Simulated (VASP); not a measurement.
# SrOs (Pm-3m) in VASP: further runs

Runs on SrOs. Level: PBE. Tasks: single point.

All numbers are computed with VASP 6.6.1; they aren't measurements. Logs are shortened: lines on timing, memory, paths and dates and some standing lists are left out, and cuts for length are marked.

### 1 The cell of the first run

It takes space group Pm-3m (No. 221, cubic). The conventional cell has a = 3.552 Å, b = 3.552 Å, c = 3.552 Å, α = 90.00°, β = 90.00°, γ = 90.00°. Within 4.0 Å of Sr (site symmetry m-3m) lie 8 Os at 3.08 Å and 6 Sr at 3.55 Å. Os (site symmetry m-3m) has 8 Sr at 3.08 Å and 6 Os at 3.55 Å within 4.0 Å.

### 2 Single point, PBE (22.40 Å³/atom)

INCAR reads:

```
PREC = Accurate
ENCUT = 520
EDIFF = 1E-7
ISMEAR = 0
SIGMA = 0.05
LREAL = False
LASPH = True
NELM = 60
ALGO = Fast
ISIF = 2
LWAVE = False
LCHARG = True
GGA = PE
LELF = True
LVHAR = True
NBANDS = 16
```

KPOINTS reads:

```
Automatic mesh
0
Gamma
  10 10 10
```

POSCAR reads:

```
SrOs
1.0
    3.5517076401      0.0000000000      0.0000000000
    0.0000000000      3.5517076401      0.0000000000
    0.0000000000      0.0000000000      3.5517076401
Sr Os
1 1
Direct
    0.0000000000      0.0000000000      0.0000000000
    0.5000000000      0.5000000000      0.5000000000
```

Potentials or basis: VASP PAW PBE potentials, release 64 (Sr_sv, Os).

Launch:

```
$ cat potpaw_PBE.64/Sr_sv/POTCAR potpaw_PBE.64/Os/POTCAR > POTCAR
$ mpirun -np 1 vasp_std > vasp.out
```

OUTCAR:

```text
PREC = Accurate
   ENCUT = 520
   EDIFF = 1E-7
   ISMEAR = 0
   LREAL = False
   LASPH = True
   NELM = 60
   ISIF = 2
   GGA = PE

 ion  position               nearest neighbor table
   1  0.000  0.000  0.000-   2 3.08   2 3.08   2 3.08   2 3.08   2 3.08   2 3.08   2 3.08   2 3.08

   2  0.500  0.500  0.500-   1 3.08   1 3.08   1 3.08   1 3.08   1 3.08   1 3.08   1 3.08   1 3.08

  LATTYP: Found a simple cubic cell.
 ALAT       =     3.5517076401

  Lattice vectors:

 A1 = (   3.5517076401,   0.0000000000,   0.0000000000)
 A2 = (   0.0000000000,   3.5517076401,   0.0000000000)
 A3 = (   0.0000000000,   0.0000000000,   3.5517076401)

Analysis of symmetry for initial positions (statically):
=====================================================================
 Subroutine PRICEL returns:
 Original cell was already a primitive cell.

 Routine SETGRP: Setting up the symmetry group for a
 simple cubic supercell.

 Subroutine GETGRP returns: Found 48 space group operations
 (whereof 48 operations were pure point group operations)
 out of a pool of 48 trial point group operations.

The static configuration has the point symmetry O_h .

Analysis of symmetry for dynamics (positions and initial velocities):
=====================================================================
 Subroutine PRICEL returns:
 Original cell was already a primitive cell.

 Routine SETGRP: Setting up the symmetry group for a
 simple cubic supercell.

 Subroutine GETGRP returns: Found 48 space group operations
 (whereof 48 operations were pure point group operations)
 out of a pool of 48 trial point group operations.

The dynamic configuration has the point symmetry O_h .

 Subroutine INISYM returns: Found 48 space group operations
 (whereof 48 operations are pure point group operations),
 and found     1 'primitive' translations

----------------------------------------------------------------------------------------

                                     Primitive cell

  volume of cell :      44.8035

  direct lattice vectors                    reciprocal lattice vectors
     3.551707640  0.000000000  0.000000000     0.281554706  0.000000000  0.000000000
     0.000000000  3.551707640  0.000000000     0.000000000  0.281554706  0.000000000
     0.000000000  0.000000000  3.551707640     0.000000000  0.000000000  0.281554706

  length of vectors
     3.551707640  3.551707640  3.551707640     0.281554706  0.281554706  0.281554706

  position of ions in fractional coordinates (direct lattice)
     0.000000000  0.000000000  0.000000000
     0.500000000  0.500000000  0.500000000

  ion indices of the primitive-cell ions
   primitive index   ion index
                 1           1
                 2           2

----------------------------------------------------------------------------------------

 KPOINTS: Automatic mesh

Automatic generation of k-mesh.
 Grid dimensions read from file:
 generate k-points for:   10   10   10

 Generating k-lattice:

  Cartesian coordinates                     Fractional coordinates (reciprocal lattice)
     0.028155471  0.000000000  0.000000000     0.100000000  0.000000000  0.000000000
     0.000000000  0.028155471  0.000000000     0.000000000  0.100000000  0.000000000
     0.000000000  0.000000000  0.028155471     0.000000000  0.000000000  0.100000000

  Length of vectors
     0.028155471  0.028155471  0.028155471

  Shift w.r.t. Gamma in fractional coordinates (k-lattice)
     0.000000000  0.000000000  0.000000000

 Subroutine IBZKPT returns following result:
 ===========================================

 Found     56 irreducible k-points:

 Following reciprocal coordinates:
            Coordinates               Weight
  0.000000  0.000000  0.000000      1.000000
  0.100000  0.000000  0.000000      6.000000
  0.200000  0.000000  0.000000      6.000000
  0.300000  0.000000  0.000000      6.000000
  0.400000  0.000000  0.000000      6.000000
  0.500000  0.000000  0.000000      3.000000
[... 16 lines left out ...]
  0.200000  0.100000  0.100000     24.000000
  0.300000  0.100000  0.100000     24.000000
 [... further k-points ...]
   k-points           NKPTS =     56   k-points in BZ     NKDIM =     56   number of bands    NBANDS=     16
   number of dos      NEDOS =    301   number of ions     NIONS =      2
   total plane-waves  NPLWV =  21952
   dimension x,y,z NGX =    28 NGY =   28 NGZ =   28
   dimension x,y,z NGXF=    56 NGYF=   56 NGZF=   56
   ions per type =               1   1
   NGX,Y,Z   is equivalent  to a cutoff of  13.11, 13.11, 13.11 a.u.
   NGXF,Y,Z  is equivalent  to a cutoff of  26.21, 26.21, 26.21 a.u.
 SYSTEM =  unknown system
   PREC   = accura    normal or accurate (medium, high low for compatibility)
   ISTART =      0    job   : 0-new  1-cont  2-samecut
   ICHARG =      2    charge: 1-file 2-atom 10-const
   ISPIN  =      1    spin polarized calculation?
   LNONCOLLINEAR =      F non collinear calculations
   LSORBIT =      F    spin-orbit coupling
   LASPH  =      T    aspherical Exc in radial PAW
   ENCUT  =  520.0 eV  38.22 Ry    6.18 a.u.   6.60  6.60  6.60*2*pi/ulx,y,z
   NELM   =     60;   NELMIN=  2; NELMDL= -5     # of ELM steps
   EDIFF  = 0.1E-06   stopping-criterion for ELM
   LREAL  =      F    real-space projection
   EDIFFG = 0.1E-05   stopping-criterion for IOM
   NSW    =      0    number of steps for IOM
   IBRION =     -1    ionic relax: 0-MD 1-quasi-New 2-CG
   NFREE  =      0    steps in history (QN), initial steepest desc. (CG)
   ISIF   =      2    stress and relaxation
   ISYM   =      2    0-nonsym 1-usesym 2-fastsym
   POTIM  = 0.5000    time-step for ionic-motion
   TEBEG  =    0.0;   TEEND  =   0.0 temperature during run
   PSTRESS=    0.0 pullay stress
   NELECT =      18.0000    total number of electrons
   NUPDOWN=      -1.0000    fix difference up-down
   EMIN   =  10.00;   EMAX   =-10.00  energy-range for DOS
   EFERMI =   0.00;   METHOD = LEGACY
   ISMEAR =     0;   SIGMA  =   0.05  broadening in eV -4-tet -1-fermi 0-gaus
   EFERMI_NEDOS =   21; number of points for ismear=-14 and -15
   IALGO  =     68    algorithm
   IMIX   =      4    mixing-type and parameters
     AMIX     =   0.40;   BMIX     =  1.00
     AMIX_MAG =   1.60;   BMIX_MAG =  1.00
  volume/ion in A,a.u.               =      22.40       151.17
  Fermi-wavevector in a.u.,A,eV,Ry     =   1.207986  2.282762 19.854022  1.459229
  Thomas-Fermi vector in A             =   2.343607
   LORBIT       =      0    0 simple, 1 ext, 2 COOP (PROOUT), +10 PAW based schemes
   GGA     = PE    functional components
   LHFCALC =     F    Hartree Fock is set to
   AEXX    =    0.0000 exact exchange contribution
   IVDW    =     0    specifies the selected vdW correction
   LEPSILON=     F    determine dielectric tensor
   LRPA    =     F    only Hartree local field effects (RPA)
 non-spin polarized calculation
 RMM-DIIS sequential band-by-band and
 Gauss-broadening in eV      SIGMA  =   0.05
  energy-cutoff  :      520.00
  volume of cell :       44.80
 maximum number of plane-waves:      1228
 NGX is ok and might be reduce to    28
   NGX = 13   NGY = 13   NGZ = 13

 number of electron      17.9999999 magnetization

 Free energy of the ion-electron system (eV)
  ---------------------------------------------------
  ext. energy  EPLUGINS =         0.00000000
  ---------------------------------------------------
  free energy    TOTEN  =       -10.17157086 eV

  energy without entropy =      -10.16734687  energy(sigma->0) =      -10.16945887

 E-fermi :   3.9357     XC(G=0): -10.9680

 val. band max:        3.9306624024   @ k =   0.1000   0.0000   0.0000
 cond. band min:       3.9519259578   @ k =   0.4000   0.1000   0.1000
 fundamental gap:      0.0212635554
 Fermi energy:         3.9357443039

 k-point     1 :       0.0000    0.0000    0.0000
  band No.  band energies     occupation
      1     -29.5943      2.00000
      2     -11.4744      2.00000
      3     -11.4744      2.00000
      4     -11.4744      2.00000
      5      -1.2108      2.00000
      6       1.4307      2.00000
[... 8 lines left out ...]
     15      12.6079      0.00000
     16      13.0916      0.00000

 k-point     2 :       0.1000    0.0000    0.0000
  band No.  band energies     occupation
      1     -29.5884      2.00000
      2     -11.5587      2.00000
      3     -11.4711      2.00000
      4     -11.4711      2.00000
      5      -1.0087      2.00000
      6       1.4933      2.00000
[... 8 lines left out ...]
     15      12.1033      0.00000
     16      12.9796      0.00000

 k-point     3 :       0.2000    0.0000    0.0000
  band No.  band energies     occupation
      1     -29.5727      2.00000
      2     -11.7706      2.00000
      3     -11.4624      2.00000
      4     -11.4624      2.00000
      5      -0.4408      2.00000
      6       1.6689      2.00000
[... 8 lines left out ...]
     15      11.5390      0.00000
     16      12.6931      0.00000

 k-point     4 :       0.3000    0.0000    0.0000
  band No.  band energies     occupation
      1     -29.5532      2.00000
      2     -12.0172      2.00000
      3     -11.4517      2.00000
      4     -11.4517      2.00000
      5       0.3853      2.00000
      6       1.9150      2.00000
[... 8 lines left out ...]
     15      11.9918      0.00000
     16      12.3501      0.00000
[... 324 lines left out ...]
 k-point    22 :       0.1000    0.1000    0.1000
  band No.  band energies     occupation
      1     -29.5768      2.00000
      2     -11.5781      2.00000
      3     -11.5326      2.00000
      4     -11.5326      2.00000
      5      -0.6339      2.00000
      6       1.7203      2.00000
[... 8 lines left out ...]
     15      11.3080      0.00000
     16      14.4051      0.00000

 k-point    23 :       0.2000    0.1000    0.1000
  band No.  band energies     occupation
      1     -29.5616      2.00000
      2     -11.7561      2.00000
      3     -11.5376      2.00000
      4     -11.5234      2.00000
      5      -0.1233      2.00000
      6       1.8664      2.00000
[... 8 lines left out ...]
     15      11.5059      0.00000
     16      13.6436      0.00000

 k-point    24 :       0.3000    0.1000    0.1000
  band No.  band energies     occupation
      1     -29.5429      2.00000
      2     -11.9903      2.00000
      3     -11.5160      2.00000
      4     -11.5120      2.00000
      5       0.6013      2.00000
      6       2.0665      2.00000
[... 8 lines left out ...]
     15      11.8054      0.00000
     16      13.1282      0.00000

 [... further k-points ...]

------------------------ aborting loop because EDIFF is reached ----------------------------------------

  FORCE on cell =-STRESS in cart. coord.  units (eV):
  Direction    XX          YY          ZZ          XY          YZ          ZX
  --------------------------------------------------------------------------------------
  -------------------------------------------------------------------------------------
  Total        0.9031885      0.9031885      0.9031885      0.0000000     -0.0000000      0.0000000
  in kB       32.2981283     32.2981283     32.2981283      0.0000000     -0.0000000      0.0000000
  external PRESSURE =      32.2981283 kB  Pullay stress =       0.0000000 kB

 VOLUME and BASIS-vectors are now :
 -----------------------------------------------------------------------------
  energy-cutoff  :      520.00
  volume of cell :       44.80
      direct lattice vectors                 reciprocal lattice vectors
     3.551707640  0.000000000  0.000000000     0.281554706  0.000000000  0.000000000
     0.000000000  3.551707640  0.000000000     0.000000000  0.281554706  0.000000000
     0.000000000  0.000000000  3.551707640     0.000000000  0.000000000  0.281554706

 POSITION                                       TOTAL-FORCE (eV/Angst)
 -----------------------------------------------------------------------------------
      0.00000      0.00000      0.00000         0.000000      0.000000      0.000000
      1.77585      1.77585      1.77585         0.000000      0.000000      0.000000
 -----------------------------------------------------------------------------------
    total drift:                               -0.000000      0.000000      0.000000

  FREE ENERGIE OF THE ION-ELECTRON SYSTEM (eV)
  ---------------------------------------------------
  free  energy   TOTEN  =       -10.1715708645 eV

  energy  without entropy=      -10.1673468689  energy(sigma->0) =      -10.16945887
```

It took 96 s on 1 thread of Intel Xeon 8259CL, shared host; peak memory 0.18 GiB.

Results:

| Quantity | Value |
| --- | --- |
| Free energy | -10.1716 eV |
| Pressure | 3.2 GPa |
| Band gap on the k mesh | zero (bands 9 and 10 overlap by 1.70 eV) |

Caveat: the cell stands under pressure; spin-orbit coupling is left out, which moves the levels of the heavy elements.

### 3 Single point, PBE (22.05 Å³/atom)

This run uses another cell than the first one, of 22.05 Å³/atom.

INCAR reads:

```
SYSTEM = SrOs
PREC = Accurate
ENCUT = 520
EDIFF = 1E-7
ISMEAR = 0
SIGMA = 0.05
LREAL = .False.
LASPH = .True.
NELM = 80
ALGO = Normal
ISIF = 2
LWAVE = .False.
LCHARG = .False.
GGA = PE
NBANDS = 16
```

KPOINTS reads:

```
Automatic mesh
0
Gamma
  10 10 10
  0 0 0
```

POSCAR reads:

```
SrOs
1.0
    3.5331119715      0.0000000000      0.0000000000
    0.0000000000      3.5331119715      0.0000000000
    0.0000000000      0.0000000000      3.5331119715
Sr Os
1 1
Direct
    0.0000000000      0.0000000000      0.0000000000
    0.5000000000      0.5000000000      0.5000000000
```

Potentials or basis: VASP PAW PBE potentials, release 64 (Sr_sv, Os).

Launch:

```
$ cat potpaw_PBE.64/Sr_sv/POTCAR potpaw_PBE.64/Os/POTCAR > POTCAR
$ mpirun -np 1 vasp_std > vasp.out
```

Run time: 62 s. Hardware: 1 thread of Intel Xeon 8259CL, shared host; peak memory 0.18 GiB.

Results (log left out):

- Free energy: -10.1545 eV
- Pressure: 4.5 GPa
- Band gap on the k mesh: zero (bands 9 and 10 overlap by 1.73 eV)

Levels at points of the mesh, in eV from the Fermi level:
```tsv
k point	band 6	band 7	band 8	band 9	band 10	band 11	band 12	band 13
(0.00, 0.00, 0.00)	-2.57	-2.57	-0.04	-0.04	-0.04	5.03	5.03	8.80
(0.50, 0.00, 0.00)	-1.74	-0.75	-0.22	-0.22	0.29	1.46	2.91	4.57
(0.50, 0.50, 0.00)	-2.22	-1.09	-1.09	1.07	1.42	3.10	3.10	5.78
(0.50, 0.50, 0.50)	-0.77	-0.77	0.62	0.62	0.62	1.13	1.13	3.27
```

Caveat: the cell stands under pressure; spin-orbit coupling is left out, which moves the levels of the heavy elements.

The gap in the log of VASP goes by the Fermi energy; the results here count the filled bands.